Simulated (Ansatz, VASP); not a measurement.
# Co2Si in VASP and in Ansatz

```
Co Si
1.0
     4.87249    0.00000    0.00000
     0.00000    3.70191    0.00000
     0.00000    0.00000    7.05629
Co Si
8 4
Cartesian
  4.0329 2.7764 3.0703
  3.2758 0.9255 6.5985
  2.2488 2.7764 5.0603
  0.1875 0.9255 1.5321
  1.5967 2.7764 0.4578
  0.8396 0.9255 3.9860
  4.6850 2.7764 5.5242
  2.6237 0.9255 1.9960
  3.4171 0.9255 4.2753
  3.8917 2.7764 0.7472
  0.9808 0.9255 6.3091
  1.4554 2.7764 2.7810
```

Alike in both runs: functional PBE; k mesh 6 × 8 × 6; occupations gaussian, width 0.1 eV; no spin polarisation.

Ansatz relaxed the structure, and its values are those at the end. VASP's run is a single point on that final structure, the one shown.

|  | VASP | Ansatz |
| --- | --- | --- |
| version | VASP 6.6.1 | Ansatz 0.2.0 |
| potentials or method | VASP PAW PBE potentials, release 64 (Co, Si), cutoff 520 eV | scalar-relativistic, plane waves, PAW |
| valence electrons in the cell | 88 | 152 |

|  | VASP | Ansatz | Ansatz less VASP |
| --- | --- | --- | --- |
| gap on the k mesh at the Fermi level (eV) | none | none | - |
| pressure (GPa) | -0.1 | 0.0 | +0.13 |
| rms of the force components (eV/Å) | 0.011 | 0.004 | -0.0069 |

A gap of «none» marks a metal or a gap that the smearing closes. VASP's potentials hold 88 valence electrons a cell and Ansatz's 152, so a difference there can come from the potentials and not from the codes.
